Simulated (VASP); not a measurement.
# NiMoIrPdW: single point with PBE

NiMoIrPdW:

```
CELL_PARAMETERS angstrom
2.34460 -1.43138 0.00906
2.34460 1.43138 0.00906
-2.20600 0.00000 10.92374
ATOMIC_POSITIONS crystal
Ni 0.49838 0.49838 0.29525
Mo 0.31773 0.31773 0.91207
Pd 0.24733 0.24733 0.49061
Ir 0.74982 0.74982 0.10802
W 0.68673 0.68673 0.69406
```

```
Program                : VASP 6.6.1
Task                   : single point
Functional             : PBE
Potentials or basis    : VASP PAW PBE potentials, release 64 (Ni, Mo_sv, Pd, Ir, W_sv)
Cutoff                 : 520 eV
k mesh                 : 8 × 8 × 2
Occupations            : fermi-dirac, width 0.05 eV
Spin                   : collinear spin, ferromagnetic start
Starting moments       : [1.0, 1.0, 0.0, 0.6, 0.0] μB
Dipole correction      : no
Further INCAR settings : ALGO = Normal; EDIFF = 1e-07; NBANDS = 40
```

```
Pressure                                              : 0.1 GPa
Largest force                                         : 0.106 eV/Å
Net moment                                            : 0.00 μB per cell
Valence electrons inside the program's atomic spheres : Ni 9.14; Mo 12.53; Pd 9.56; Ir 8.33; W 12.04
```

Forces on the atoms (eV/Å):
```
Ni  -0.008  0.000 -0.023
Mo   0.032  0.000 -0.064
Pd  -0.015  0.000  0.012
Ir   0.021  0.000  0.104
W   -0.030  0.000 -0.029
```

Stress tensor (GPa, compression positive):
```
 0.51  0.00  0.32
 0.00 -0.74  0.00
 0.32  0.00  0.59
```

Levels at points of the mesh, in eV from the Fermi level:
Spin up:
| k point | band 25 | band 26 | band 27 | band 28 | band 29 | band 30 | band 31 | band 32 |
| --- | --- | --- | --- | --- | --- | --- | --- | --- |
| (0.00, 0.00, 0.00) | -1.25 | -0.85 | -0.83 | -0.78 | -0.74 | -0.52 | -0.17 | 0.01 |
| (0.50, 0.00, 0.00) | -0.51 | -0.39 | -0.20 | 0.79 | 1.30 | 1.36 | 1.60 | 1.99 |
| (0.50, 0.50, 0.00) | -0.28 | -0.14 | -0.07 | 0.21 | 1.10 | 1.15 | 1.88 | 2.80 |
| (0.00, 0.00, 0.50) | -1.51 | -1.45 | -0.96 | -0.83 | -0.52 | -0.48 | -0.01 | 0.38 |
| (0.50, 0.00, 0.50) | -0.48 | -0.21 | -0.16 | 0.72 | 0.81 | 1.04 | 1.77 | 2.41 |
| (0.50, 0.50, 0.50) | -0.15 | -0.10 | 0.30 | 0.53 | 0.80 | 1.09 | 1.93 | 2.76 |
Spin down:
```tsv
k point	band 25	band 26	band 27	band 28	band 29	band 30	band 31	band 32
(0.00, 0.00, 0.00)	-1.25	-0.85	-0.83	-0.78	-0.74	-0.52	-0.17	0.01
(0.50, 0.00, 0.00)	-0.51	-0.39	-0.20	0.79	1.30	1.36	1.60	1.99
(0.50, 0.50, 0.00)	-0.28	-0.15	-0.07	0.21	1.10	1.15	1.88	2.80
(0.00, 0.00, 0.50)	-1.51	-1.45	-0.96	-0.84	-0.52	-0.48	-0.01	0.38
(0.50, 0.00, 0.50)	-0.48	-0.21	-0.16	0.72	0.81	1.04	1.77	2.41
(0.50, 0.50, 0.50)	-0.15	-0.10	0.30	0.53	0.80	1.09	1.93	2.76
```

Run time: 2.7 min on 1 thread of Intel(R) Xeon(R) 6975P-C (Granite Rapids) (shared host), peak memory 0.37 GiB.

Caveat: spin-orbit coupling is left out, which moves the levels of the heavy elements.
